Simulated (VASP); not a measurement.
Write the native input for VASP 6.6.1 that does the following.

```yaml
Task: single point
Functional: r2SCAN
Potentials_or_basis: VASP PAW PBE potentials, release 64 (Al, Cu)
Cutoff: 520 eV
k_mesh: 12 × 12 × 12
Occupations: gaussian, width 0.1 eV
Spin: no spin polarisation
Dipole_correction: no
Further_INCAR_settings: ALGO = Normal; EDIFF = 1e-06; NBANDS = 26
```

Crystal: AlCu3.

```
CELL_PARAMETERS angstrom
0.00000 2.77008 2.77008
2.77008 0.00000 2.77008
2.77008 2.77008 0.00000
ATOMIC_POSITIONS crystal
Al 0.00000 0.00000 0.00000
Cu 0.50000 0.50000 0.50000
Cu 0.25000 0.25000 0.25000
Cu 0.75000 0.75000 0.75000
```

This cell differs from its parent crystal: volume scaled by 0.88.

The input as run:

POSCAR

```
AlCu3
1.0
    0.0000000000      2.7700841777      2.7700841777
    2.7700841777      0.0000000000      2.7700841777
    2.7700841777      2.7700841777      0.0000000000
Al Cu
1 3
Direct
    0.0000000000      0.0000000000      0.0000000000
    0.5000000000      0.5000000000      0.5000000000
    0.2500000000      0.2500000000      0.2500000000
    0.7500000000      0.7500000000      0.7500000000
```

INCAR.step1

```
SYSTEM = AlCu3
ALGO = Normal ; EDIFF = 1E-4
ENCUT = 520 ; GGA = PE
ISMEAR = 0 ; LASPH = .TRUE.
LCHARG = .FALSE. ; LREAL = .FALSE.
LWAVE = .TRUE. ; NBANDS = 26
NELM = 60 ; PREC = Accurate
SIGMA = 0.1
```

INCAR.step2

```
SYSTEM = AlCu3
ALGO = Normal ; EDIFF = 1E-6
ENCUT = 520 ; ISIF = 2
ISMEAR = 0 ; ISTART = 1
LASPH = .TRUE. ; LCHARG = .FALSE.
LMIXTAU = .TRUE. ; LREAL = .FALSE.
LWAVE = .FALSE. ; METAGGA = R2SCAN
NBANDS = 26 ; NELM = 60
PREC = Accurate ; SIGMA = 0.1
```

KPOINTS

```
k-points
0
G
  12 12 12
  0 0 0
```

Potentials or basis: VASP PAW PBE potentials, release 64 (Al, Cu).

Launch:

```sh
$ cat potpaw_PBE.64/Al/POTCAR potpaw_PBE.64/Cu/POTCAR > POTCAR
$ cp INCAR.step1 INCAR
$ mpirun -np 1 vasp_std > vasp.out
$ cp INCAR.step2 INCAR
$ mpirun -np 1 vasp_std > vasp.out
```

Results of the run:

```json
{"Pressure": "26.2 GPa", "Band gap on the k mesh": "zero (band 18 reaches 14.27 eV, above the bottom of band 19 at 7.85 eV)"}
```

Caveat: the PAW data sets were made with another functional, which shifts forces and pressure a little.

It took 3 min on 1 thread of Intel(R) Xeon(R) 6975P-C (Granite Rapids), on a shared host, peak memory 0.21 GiB.
